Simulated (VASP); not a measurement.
# KF (Pm-3m) in VASP: notebook, part 2 of 2

VASP 6.6.1. The steps go on from the part before.

## (3) Single point, r2SCAN (strain -1.8%)

Input file POSCAR:

```
KF
1.0
    3.1229225575      0.0000000000      0.0000000000
    0.0000000000      3.1229225575      0.0000000000
    0.0000000000      0.0000000000      3.1229225575
K F
1 1
Direct
    0.0000000000      0.0000000000      0.0000000000
    0.5000000000      0.5000000000      0.5000000000
```

Input file INCAR.step1:

```
SYSTEM = KF
PREC = Accurate
ENCUT = 520
ISMEAR = 0
SIGMA = 0.01
LREAL = .FALSE.
LASPH = .TRUE.
NELM = 80
NBANDS = 15
GGA = PE
ALGO = Normal
EDIFF = 1E-4
LWAVE = .TRUE.
LCHARG = .FALSE.
```

Input file INCAR.step2:

```
SYSTEM = KF
PREC = Accurate
ENCUT = 520
EDIFF = 1E-6
ISMEAR = 0
SIGMA = 0.01
LREAL = .FALSE.
LASPH = .TRUE.
NELM = 80
ALGO = Normal
ISIF = 2
LWAVE = .FALSE.
LCHARG = .FALSE.
METAGGA = R2SCAN
LMIXTAU = .TRUE.
NBANDS = 15
ISTART = 1
```

Input file KPOINTS:

```
Automatic mesh
0
G
  8 8 8
  0 0 0
```

Potentials or basis: VASP PAW PBE potentials, release 64 (K_sv, F).

The run is started by

```console
cat potpaw_PBE.64/K_sv/POTCAR potpaw_PBE.64/F/POTCAR > POTCAR
cp INCAR.step1 INCAR
mpirun -np 1 vasp_std > vasp.out
cp INCAR.step2 INCAR
mpirun -np 1 vasp_std > vasp.out
```

OUTCAR:

```text
SYSTEM = KF
   PREC = Accurate
   ENCUT = 520
   EDIFF = 1E-6
   ISMEAR = 0
   LREAL = .FALSE.
   LASPH = .TRUE.
   NELM = 80
   ISIF = 2
   METAGGA = R2SCAN
   ISTART = 1

 ion  position               nearest neighbor table
   1  0.000  0.000  0.000-   2 2.70   2 2.70   2 2.70   2 2.70   2 2.70   2 2.70   2 2.70   2 2.70

   2  0.500  0.500  0.500-   1 2.70   1 2.70   1 2.70   1 2.70   1 2.70   1 2.70   1 2.70   1 2.70

  LATTYP: Found a simple cubic cell.
 ALAT       =     3.1229225575

  Lattice vectors:

 A1 = (   3.1229225575,   0.0000000000,   0.0000000000)
 A2 = (   0.0000000000,   3.1229225575,   0.0000000000)
 A3 = (   0.0000000000,   0.0000000000,   3.1229225575)

Analysis of symmetry for initial positions (statically):
=====================================================================
 Subroutine PRICEL returns:
 Original cell was already a primitive cell.

 Routine SETGRP: Setting up the symmetry group for a
 simple cubic supercell.

 Subroutine GETGRP returns: Found 48 space group operations
 (whereof 48 operations were pure point group operations)
 out of a pool of 48 trial point group operations.

The static configuration has the point symmetry O_h .

Analysis of symmetry for dynamics (positions and initial velocities):
=====================================================================
 Subroutine PRICEL returns:
 Original cell was already a primitive cell.

 Routine SETGRP: Setting up the symmetry group for a
 simple cubic supercell.

 Subroutine GETGRP returns: Found 48 space group operations
 (whereof 48 operations were pure point group operations)
 out of a pool of 48 trial point group operations.

The dynamic configuration has the point symmetry O_h .

 Subroutine INISYM returns: Found 48 space group operations
 (whereof 48 operations are pure point group operations),
 and found     1 'primitive' translations

----------------------------------------------------------------------------------------

[... 116 lines left out ...]
   LORBIT       =      0    0 simple, 1 ext, 2 COOP (PROOUT), +10 PAW based schemes
   METAGGA = R2SCAN    functional components
   LHFCALC =     F    Hartree Fock is set to
   AEXX    =    0.0000 exact exchange contribution
   IVDW    =     0    specifies the selected vdW correction
   LEPSILON=     F    determine dielectric tensor
   LRPA    =     F    only Hartree local field effects (RPA)
 non-spin polarized calculation
 Gauss-broadening in eV      SIGMA  =   0.01
  energy-cutoff  :      520.00
  volume of cell :       30.46
 maximum number of plane-waves:       840
 NGX is ok and might be reduce to    24
   NGX = 11   NGY = 11   NGZ = 11

 number of electron      15.9999999 magnetization

 Free energy of the ion-electron system (eV)
  ---------------------------------------------------
  ext. energy  EPLUGINS =         0.00000000
  ---------------------------------------------------
  free energy    TOTEN  =       -14.84391438 eV

  energy without entropy =      -14.84391438  energy(sigma->0) =      -14.84391438

 E-fermi :  -2.0954     XC(G=0): -10.1949

 val. band max:       -2.1571848610   @ k =   0.5000   0.5000   0.0000
 cond. band min:       6.0263486642   @ k =   0.0000   0.0000   0.0000
 fundamental gap:      8.1835335251
 Fermi energy:        -2.0953648129

 k-point     1 :       0.0000    0.0000    0.0000
  band No.  band energies     occupation
      1     -29.9151      2.00000
      2     -22.2950      2.00000
      3     -11.9978      2.00000
      4     -11.9978      2.00000
      5     -11.9978      2.00000
      6      -2.1748      2.00000
      7      -2.1748      2.00000
      8      -2.1748      2.00000
      9       6.0263      0.00000
     10       6.9928      0.00000
     11       6.9928      0.00000
     12      13.4110      0.00000
     13      13.4110      0.00000
     14      13.4110      0.00000
[... 401 lines left out ...]
      2     -22.2220      2.00000
      3     -12.9997      2.00000
      4     -12.8590      2.00000
      5     -11.9057      2.00000
      6      -2.9396      2.00000
      7      -2.8260      2.00000
      8      -2.3519      2.00000
      9       8.0890      0.00000
     10       8.7718      0.00000
     11      10.8634      0.00000
     12      11.0845      0.00000
     13      12.8859      0.00000
     14      14.8121      0.00000
     15      16.5109      0.00000

 [... further k-points ...]
[... 5 lines left out ...]
  --------------------------------------------------------------------------------------
  -------------------------------------------------------------------------------------
  Total        0.5025483      0.5025483      0.5025483      0.0000000      0.0000000      0.0000000
  in kB       26.4365495     26.4365495     26.4365495      0.0000000      0.0000000      0.0000000
  external PRESSURE =      26.4365495 kB  Pullay stress =       0.0000000 kB

 VOLUME and BASIS-vectors are now :
 -----------------------------------------------------------------------------
  energy-cutoff  :      520.00
  volume of cell :       30.46
      direct lattice vectors                 reciprocal lattice vectors
     3.122922557  0.000000000  0.000000000     0.320212872  0.000000000  0.000000000
     0.000000000  3.122922557  0.000000000     0.000000000  0.320212872  0.000000000
     0.000000000  0.000000000  3.122922557     0.000000000  0.000000000  0.320212872

 POSITION                                       TOTAL-FORCE (eV/Angst)
 -----------------------------------------------------------------------------------
      0.00000      0.00000      0.00000         0.000000      0.000000      0.000000
      1.56146      1.56146      1.56146         0.000000      0.000000      0.000000
 -----------------------------------------------------------------------------------
    total drift:                                0.000000      0.000000     -0.000000

  FREE ENERGIE OF THE ION-ELECTRON SYSTEM (eV)
  ---------------------------------------------------
  free  energy   TOTEN  =       -14.8439143778 eV

  energy  without entropy=      -14.8439143778  energy(sigma->0) =      -14.84391438
```

OUTCAR.step1:

```text
SYSTEM = KF
   PREC = Accurate
   ENCUT = 520
   ISMEAR = 0
   LREAL = .FALSE.
   LASPH = .TRUE.
[... 655 lines left out ...]
      0.00000      0.00000      0.00000         0.000000      0.000000      0.000000
      1.56146      1.56146      1.56146         0.000000      0.000000      0.000000
 -----------------------------------------------------------------------------------
    total drift:                                0.000000      0.000000     -0.000000

  FREE ENERGIE OF THE ION-ELECTRON SYSTEM (eV)
  ---------------------------------------------------
  free  energy   TOTEN  =        -8.0203140097 eV

  energy  without entropy=       -8.0203140097  energy(sigma->0) =       -8.02031401
```

OSZICAR.step1:

```text
N       E                     dE             d eps       ncg     rms          rms(c)
DAV:   1     0.112994901889E+03    0.11299E+03   -0.84945E+03  1050   0.107E+03
DAV:   2    -0.490969760235E+01   -0.11790E+03   -0.10945E+03  1387   0.294E+02
DAV:   3    -0.909848879707E+01   -0.41888E+01   -0.41757E+01  1227   0.492E+01
DAV:   4    -0.920398031650E+01   -0.10549E+00   -0.10547E+00  1560   0.739E+00
DAV:   5    -0.920576565682E+01   -0.17853E-02   -0.17853E-02  1324   0.739E-01    0.615E+00
DAV:   6    -0.807901780520E+01    0.11267E+01   -0.25957E+00  1120   0.145E+01    0.451E+00
DAV:   7    -0.804013972950E+01    0.38878E-01   -0.71219E-02  1333   0.233E+00    0.239E+00
DAV:   8    -0.801963073840E+01    0.20509E-01   -0.36633E-02  1239   0.201E+00    0.320E-01
DAV:   9    -0.802015726053E+01   -0.52652E-03   -0.27123E-03  1387   0.520E-01    0.108E-01
DAV:  10    -0.802028461011E+01   -0.12735E-03   -0.33926E-04  1182   0.194E-01    0.762E-02
DAV:  11    -0.802031400974E+01   -0.29400E-04   -0.36333E-05   826   0.680E-02
   1 F= -.80203140E+01 E0= -.80203140E+01  d E =-.288594E-47
```

Wall time 19 s (1 thread of Intel Xeon 6975P-C (Granite Rapids), shared host); peak memory 0.14 GiB.

Results:

```
Free energy            : -14.8439 eV
Pressure               : 2.6 GPa
Band gap on the k mesh : 8.18 eV, indirect (least direct gap 8.20 eV)
```

Caveat: the cell differs from its parent crystal (strain -1.8%); the PAW data sets were made with another functional, which shifts forces and pressure a little. A k mesh can miss the band edges.
